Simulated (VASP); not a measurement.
# Zn4SeO3 (P3m1) in VASP: single point with PBE

Aim: the single point of Zn4SeO3 with PBE.

Program: VASP 6.6.1. These are calculated values, not measurements. Logs are shortened: lines on timing, memory, paths and dates and some standing lists are left out, and cuts for length are marked.

**1. The cell of the first run**

The structure is trigonal, space group P3m1 (No. 156). Conventional cell: a = 3.456 Å, b = 3.456 Å, c = 11.380 Å, α = 90.00°, β = 90.00°, γ = 120.00°. Within 2.6 Å of Zn (site symmetry 3m) lie 1 O at 1.97 Å and 3 Se at 2.37 Å. Within 2.7 Å of Zn (site symmetry 3m) lie 4 O at 2.02 to 2.06 Å. Zn (site symmetry 3m) has 4 O at 2.00 to 2.07 Å within 2.6 Å. Zn (site symmetry 3m) has 3 O at 2.06 Å and 1 Se at 2.53 Å within 2.7 Å. Se (site symmetry 3m) has 4 Zn at 2.37 to 2.53 Å within 3.1 Å. Within 2.6 Å of O (site symmetry 3m) lie 4 Zn at 1.97 to 2.07 Å. O (site symmetry 3m) has 4 Zn at 2.02 to 2.06 Å within 2.7 Å. Within 2.6 Å of O (site symmetry 3m) lie 4 Zn at 2.00 to 2.06 Å.

The cell was generated, and may not be a known phase.

**2. Single point, PBE**

The input, INCAR:

```
  ALGO = Normal
  EDIFF = 1E-6
  ENCUT = 520
  GGA = PE
  ISIF = 2
  ISMEAR = 0
  LASPH = True
  LCHARG = False
  LREAL = False
  LWAVE = False
  NBANDS = 46
  NELM = 100
  PREC = Accurate
  SIGMA = 0.1
```

The input, KPOINTS:

```
k-points
0
Gamma
  12 12 4
```

The input, POSCAR:

```
Zn4SeO3
1.0
    3.4557823859      0.0000000000      0.0000000000
   -1.7278911930      2.9927953361      0.0000000000
    0.0000000000      0.0000000000     11.3804868719
Zn Se O
4 1 3
Direct
    0.6666666667      0.3333333333      0.1042083648
    0.6666666667      0.3333333333      0.5475018319
    0.0000000000      0.0000000000      0.3261606952
    0.0000000000      0.0000000000      0.7693368302
    0.0000000000      0.0000000000      0.9913295068
    0.6666666667      0.3333333333      0.2769364101
    0.6666666667      0.3333333333      0.7246013124
    0.0000000000      0.0000000000      0.5017260487
```

Potentials or basis: VASP PAW PBE potentials, release 64 (Zn, Se, O).

Command:

```sh
$ cat potpaw_PBE.64/Zn/POTCAR potpaw_PBE.64/Se/POTCAR potpaw_PBE.64/O/POTCAR > POTCAR
$ mpirun -np 1 vasp_std > vasp.out
```

OUTCAR:

```text
EDIFF = 1E-6
   ENCUT = 520
   GGA = PE
   ISIF = 2
   ISMEAR = 0
   LASPH = True
   LREAL = False
   NELM = 100
   PREC = Accurate

 ion  position               nearest neighbor table
   1  0.667  0.333  0.104-   6 1.97   5 2.37   5 2.37   5 2.37
   2  0.667  0.333  0.548-   7 2.02   8 2.06   8 2.06   8 2.06
   3  0.000  0.000  0.326-   8 2.00   6 2.07   6 2.07   6 2.07
   4  0.000  0.000  0.769-   7 2.06   7 2.06   7 2.06   5 2.53
   5  0.000  0.000  0.991-   1 2.37   1 2.37   1 2.37   4 2.53
   6  0.667  0.333  0.277-   1 1.97   3 2.07   3 2.07   3 2.07
   7  0.667  0.333  0.725-   2 2.02   4 2.06   4 2.06   4 2.06
   8  0.000  0.000  0.502-   3 2.00   2 2.06   2 2.06   2 2.06

  LATTYP: Found a hexagonal cell.
 ALAT       =     3.4557823859
 C/A-ratio  =     3.2931723127

  Lattice vectors:

 A1 = (   3.4557823859,   0.0000000000,   0.0000000000)
 A2 = (  -1.7278911930,   2.9927953361,   0.0000000000)
 A3 = (   0.0000000000,   0.0000000000,  11.3804868719)

Analysis of symmetry for initial positions (statically):
=====================================================================
 Subroutine PRICEL returns:
 Original cell was already a primitive cell.

 Routine SETGRP: Setting up the symmetry group for a
 hexagonal supercell.

 Subroutine GETGRP returns: Found  6 space group operations
 (whereof  6 operations were pure point group operations)
 out of a pool of 24 trial point group operations.

The static configuration has the point symmetry C_3v.

Analysis of symmetry for dynamics (positions and initial velocities):
=====================================================================
 Subroutine PRICEL returns:
 Original cell was already a primitive cell.

 Routine SETGRP: Setting up the symmetry group for a
 hexagonal supercell.

 Subroutine GETGRP returns: Found  6 space group operations
 (whereof  6 operations were pure point group operations)
 out of a pool of 24 trial point group operations.

The dynamic configuration has the point symmetry C_3v.

 Subroutine INISYM returns: Found  6 space group operations
 (whereof  6 operations are pure point group operations),
 and found     1 'primitive' translations

----------------------------------------------------------------------------------------

                                     Primitive cell

  volume of cell :     117.7021

  direct lattice vectors                    reciprocal lattice vectors
     3.455782386  0.000000000  0.000000000     0.289370073  0.167067889  0.000000000
    -1.727891193  2.992795336  0.000000000     0.000000000  0.334135779  0.000000000
     0.000000000  0.000000000 11.380486872     0.000000000  0.000000000  0.087869703

  length of vectors
     3.455782386  3.455782386 11.380486872     0.334135779  0.334135779  0.087869703

  position of ions in fractional coordinates (direct lattice)
     0.666666667  0.333333333  0.104208365
     0.666666667  0.333333333  0.547501832
     0.000000000  0.000000000  0.326160695
     0.000000000  0.000000000  0.769336830
     0.000000000  0.000000000  0.991329507
     0.666666667  0.333333333  0.276936410
     0.666666667  0.333333333  0.724601312
     0.000000000  0.000000000  0.501726049

  ion indices of the primitive-cell ions
   primitive index   ion index
                 1           1
                 2           2
                 3           3
                 4           4
                 5           5
                 6           6
                 7           7
                 8           8

----------------------------------------------------------------------------------------

 KPOINTS: k-points

Automatic generation of k-mesh.
 Grid dimensions read from file:
 generate k-points for:   12   12    4

 Generating k-lattice:

  Cartesian coordinates                     Fractional coordinates (reciprocal lattice)
     0.024114173  0.013922324  0.000000000     0.083333333 -0.000000000  0.000000000
     0.000000000  0.027844648  0.000000000     0.000000000  0.083333333  0.000000000
     0.000000000  0.000000000  0.021967426     0.000000000  0.000000000  0.250000000

  Length of vectors
     0.027844648  0.027844648  0.021967426

  Shift w.r.t. Gamma in fractional coordinates (k-lattice)
     0.000000000  0.000000000  0.000000000

 Subroutine IBZKPT returns following result:
 ===========================================

 Found     69 irreducible k-points:

 Following reciprocal coordinates:
            Coordinates               Weight
  0.000000  0.000000  0.000000      1.000000
  0.083333  0.000000  0.000000      6.000000
  0.166667  0.000000  0.000000      6.000000
  0.250000  0.000000  0.000000      6.000000
  0.333333  0.000000  0.000000      6.000000
  0.416667  0.000000  0.000000      6.000000
[... 16 lines left out ...]
  0.166667  0.000000  0.250000      6.000000
  0.000000  0.166667  0.250000      6.000000
 [... further k-points ...]
   k-points           NKPTS =     69   k-points in BZ     NKDIM =     69   number of bands    NBANDS=     46
   number of dos      NEDOS =    301   number of ions     NIONS =      8
   total plane-waves  NPLWV =  70560
   dimension x,y,z NGX =    28 NGY =   28 NGZ =   90
   dimension x,y,z NGXF=    56 NGYF=   56 NGZF=  180
   ions per type =               4   1   3
   NGX,Y,Z   is equivalent  to a cutoff of  13.47, 13.47, 13.15 a.u.
   NGXF,Y,Z  is equivalent  to a cutoff of  26.94, 26.94, 26.29 a.u.
 SYSTEM =  unknown system
   PREC   = accura    normal or accurate (medium, high low for compatibility)
   ISTART =      0    job   : 0-new  1-cont  2-samecut
   ICHARG =      2    charge: 1-file 2-atom 10-const
   ISPIN  =      1    spin polarized calculation?
   LNONCOLLINEAR =      F non collinear calculations
   LSORBIT =      F    spin-orbit coupling
   LASPH  =      T    aspherical Exc in radial PAW
   ENCUT  =  520.0 eV  38.22 Ry    6.18 a.u.   6.43  6.43 21.16*2*pi/ulx,y,z
   NELM   =    100;   NELMIN=  2; NELMDL= -5     # of ELM steps
   EDIFF  = 0.1E-05   stopping-criterion for ELM
   LREAL  =      F    real-space projection
   EDIFFG = 0.1E-04   stopping-criterion for IOM
   NSW    =      0    number of steps for IOM
   IBRION =     -1    ionic relax: 0-MD 1-quasi-New 2-CG
   NFREE  =      0    steps in history (QN), initial steepest desc. (CG)
   ISIF   =      2    stress and relaxation
   ISYM   =      2    0-nonsym 1-usesym 2-fastsym
   POTIM  = 0.5000    time-step for ionic-motion
   TEBEG  =    0.0;   TEEND  =   0.0 temperature during run
   PSTRESS=    0.0 pullay stress
   NELECT =      72.0000    total number of electrons
   NUPDOWN=      -1.0000    fix difference up-down
   EMIN   =  10.00;   EMAX   =-10.00  energy-range for DOS
   EFERMI =   0.00;   METHOD = LEGACY
   ISMEAR =     0;   SIGMA  =   0.10  broadening in eV -4-tet -1-fermi 0-gaus
   EFERMI_NEDOS =   21; number of points for ismear=-14 and -15
   IALGO  =     38    algorithm
   IMIX   =      4    mixing-type and parameters
     AMIX     =   0.40;   BMIX     =  1.00
     AMIX_MAG =   1.60;   BMIX_MAG =  1.00
  volume/ion in A,a.u.               =      14.71        99.29
  Fermi-wavevector in a.u.,A,eV,Ry     =   1.389710  2.626171 26.276856  1.931294
  Thomas-Fermi vector in A             =   2.513715
   LORBIT       =      0    0 simple, 1 ext, 2 COOP (PROOUT), +10 PAW based schemes
   GGA     = PE    functional components
   LHFCALC =     F    Hartree Fock is set to
   AEXX    =    0.0000 exact exchange contribution
   IVDW    =     0    specifies the selected vdW correction
   LEPSILON=     F    determine dielectric tensor
   LRPA    =     F    only Hartree local field effects (RPA)
 non-spin polarized calculation
 Gauss-broadening in eV      SIGMA  =   0.10
  energy-cutoff  :      520.00
  volume of cell :      117.70
 maximum number of plane-waves:      3202
 NGX is ok and might be reduce to    28
   NGX = 13   NGY = 13   NGZ = 43

 number of electron      71.9999977 magnetization

 Free energy of the ion-electron system (eV)
  ---------------------------------------------------
  ext. energy  EPLUGINS =         0.00000000
  ---------------------------------------------------
  free energy    TOTEN  =       -31.62900132 eV

  energy without entropy =      -31.62324046  energy(sigma->0) =      -31.62612089

 E-fermi :   2.7786     XC(G=0): -10.3301

 val. band max:        2.7742864638   @ k =   0.0833   0.0833   0.2500
 cond. band min:       2.7909087650   @ k =   0.1667   0.0000   0.0000
 fundamental gap:      0.0166223012
 Fermi energy:         2.7785633798

 k-point     1 :       0.0000    0.0000    0.0000
  band No.  band energies     occupation
      1     -16.6205      2.00000
      2     -16.3168      2.00000
      3     -16.0051      2.00000
      4     -11.5592      2.00000
      5      -4.8792      2.00000
      6      -4.7167      2.00000
[... 38 lines left out ...]
     45      11.3016      0.00000
     46      12.2723      0.00000

 k-point     2 :       0.0833    0.0000    0.0000
  band No.  band energies     occupation
      1     -16.5964      2.00000
      2     -16.2959      2.00000
      3     -15.9918      2.00000
      4     -11.4904      2.00000
      5      -4.8792      2.00000
      6      -4.7515      2.00000
[... 38 lines left out ...]
     45      10.9239      0.00000
     46      11.8278      0.00000

 k-point     3 :       0.1667    0.0000    0.0000
  band No.  band energies     occupation
      1     -16.5295      2.00000
      2     -16.2377      2.00000
      3     -15.9562      2.00000
      4     -11.2931      2.00000
      5      -4.8862      2.00000
      6      -4.7984      2.00000
[... 1018 lines left out ...]
     45      10.9735      0.00000
     46      11.0884      0.00000

 k-point    24 :       0.0000    0.1667    0.2500
  band No.  band energies     occupation
      1     -16.5292      2.00000
      2     -16.2387      2.00000
      3     -15.9557      2.00000
      4     -11.2930      2.00000
      5      -4.8795      2.00000
      6      -4.7841      2.00000
[... 38 lines left out ...]
     45      10.9670      0.00000
     46      10.9877      0.00000

 [... further k-points ...]

------------------------ aborting loop because EDIFF is reached ----------------------------------------

  FORCE on cell =-STRESS in cart. coord.  units (eV):
  Direction    XX          YY          ZZ          XY          YZ          ZX
  --------------------------------------------------------------------------------------
  -------------------------------------------------------------------------------------
  Total        0.3454887      0.3454887      0.5232971     -0.0000000      0.0000000      0.0000000
  in kB        4.7028401      4.7028401      7.1231927     -0.0000000      0.0000000      0.0000000
  external PRESSURE =       5.5096243 kB  Pullay stress =       0.0000000 kB

 VOLUME and BASIS-vectors are now :
 -----------------------------------------------------------------------------
  energy-cutoff  :      520.00
  volume of cell :      117.70
      direct lattice vectors                 reciprocal lattice vectors
     3.455782386  0.000000000  0.000000000     0.289370073  0.167067889  0.000000000
    -1.727891193  2.992795336  0.000000000     0.000000000  0.334135779  0.000000000
     0.000000000  0.000000000 11.380486872     0.000000000  0.000000000  0.087869703

 POSITION                                       TOTAL-FORCE (eV/Angst)
 -----------------------------------------------------------------------------------
      1.72789      0.99760      1.18594         0.000000     -0.000000     -0.033090
      1.72789      0.99760      6.23084         0.000000     -0.000000     -0.023040
      0.00000      0.00000      3.71187         0.000000     -0.000000     -0.026335
      0.00000      0.00000      8.75543        -0.000000     -0.000000      0.017202
      0.00000      0.00000     11.28181         0.000000     -0.000000     -0.027480
      1.72789      0.99760      3.15167        -0.000000     -0.000000      0.033433
      1.72789      0.99760      8.24632        -0.000000      0.000000      0.031035
      0.00000      0.00000      5.70989         0.000000      0.000000      0.028275
 -----------------------------------------------------------------------------------
    total drift:                               -0.000003      0.000001      0.001898

  FREE ENERGIE OF THE ION-ELECTRON SYSTEM (eV)
  ---------------------------------------------------
  free  energy   TOTEN  =       -31.6290013197 eV

  energy  without entropy=      -31.6232404593  energy(sigma->0) =      -31.62612089
```

Wall time 6.1 min (1 thread of Intel Xeon Platinum 8259CL at 2.50GHz (Skylake/Cascade Lake), shared host); peak memory 0.45 GiB.

What came out:

```
Free energy            : -31.6290 eV
Pressure               : 0.6 GPa
Largest force          : 0.033 eV/Å
Band gap on the k mesh : zero (bands 36 and 37 overlap by 0.43 eV)
```

Forces on the atoms (eV/Å):
```
Zn   0.000  0.000 -0.033
Zn   0.000  0.000 -0.023
Zn   0.000  0.000 -0.026
Zn   0.000  0.000  0.017
Se   0.000  0.000 -0.027
O    0.000  0.000  0.033
O    0.000  0.000  0.031
O    0.000  0.000  0.028
```

Caveat: semilocal functionals underestimate gaps, and a narrow one can read as zero.
